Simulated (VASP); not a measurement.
**IrS: single point with PBE**

The system is IrS.

```
CELL_PARAMETERS angstrom
0.00000 2.67119 2.67119
2.67119 0.00000 2.67119
2.67119 2.67119 0.00000
ATOMIC_POSITIONS crystal
Ir 0.00000 0.00000 0.00000
S 0.25000 0.25000 0.25000
```

| Item | Value |
| --- | --- |
| Program | VASP 6.6.1 |
| Task | single point |
| Functional | PBE |
| Potentials or basis | VASP PAW PBE potentials, release 64 (Ir, S) |
| Cutoff | 520 eV |
| k mesh | 10 × 10 × 10 |
| Occupations | gaussian, width 0.05 eV |
| Spin | no spin polarisation |
| Dipole correction | no |
| Further INCAR settings | ALGO = Normal; EDIFF = 1e-06; NBANDS = 14 |

- Pressure: -5.1 GPa
- Band gap on the k mesh: zero (an odd number of electrons rules out a gap without spin polarisation)

Levels at points of the mesh, in eV from the Fermi level:
| k point | band 4 | band 5 | band 6 | band 7 | band 8 | band 9 | band 10 | band 11 |
| --- | --- | --- | --- | --- | --- | --- | --- | --- |
| (0.00, 0.00, 0.00) | -6.61 | -2.74 | -2.74 | 0.79 | 2.81 | 2.81 | 2.81 | 6.90 |
| (0.50, 0.00, 0.00) | -6.18 | -2.41 | -2.41 | -2.19 | 0.78 | 0.78 | 3.13 | 8.14 |
| (0.50, 0.50, 0.00) | -5.30 | -3.11 | -2.28 | -1.94 | -1.12 | -1.12 | 5.49 | 6.14 |

It took 36 s on 1 thread of Intel Xeon 8259CL (shared host), peak memory 0.17 GiB.

Caveat: the cell stands under tension; spin-orbit coupling is left out, which moves the levels of the heavy elements.
